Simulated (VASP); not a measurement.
Here is a VASP 6.6.1 calculation.

INCAR

```
ALGO = Normal
EDIFF = 1E-7
ENCUT = 520
GGA = PE
ISIF = 2
ISMEAR = 0
IVDW = 12
LASPH = T
LCHARG = T
LELF = T
LREAL = F
LVHAR = T
LWAVE = F
NBANDS = 35
NELM = 100
PREC = Accurate
SIGMA = 0.05
```

Contents of KPOINTS:

```
k-points
0
Gamma
  12 12 4
```

POSCAR

```
MoS2
1.0
    3.1965913925      0.0000000000      0.0000000000
   -1.5982956962      2.7683293514      0.0000000000
    0.0000000000      0.0000000000     12.0907538840
Mo S
2 4
Direct
    0.3333333333      0.6666666667      0.2500000000
    0.6666666667      0.3333333333      0.7500000000
    0.3333333333      0.6666666667      0.6204905688
    0.6666666667      0.3333333333      0.1204905688
    0.3333333333      0.6666666667      0.8795094312
    0.6666666667      0.3333333333      0.3795094312
```

Potentials or basis: VASP PAW PBE potentials, release 64 (Mo_sv, S).

Command:

```console
$ cat potpaw_PBE.64/Mo_sv/POTCAR potpaw_PBE.64/S/POTCAR > POTCAR
$ mpirun -np 1 vasp_std > vasp.out
```

Q: Predict the largest force.

A: 0.299 eV/Å.

Q: Estimate the pressure.

A: -4.3 GPa.

Q: What does it give for the dispersion energy per atom?

A: -0.424 eV.

Forces on the atoms (eV/Å):
```
Mo   0.000  0.000  0.000
Mo   0.000  0.000  0.000
S    0.000  0.000  0.299
S    0.000  0.000  0.299
S    0.000  0.000 -0.299
S    0.000  0.000 -0.299
```

Caveat: the cell differs from its parent crystal (strain +0.015 along x and y, +0.000 along z).
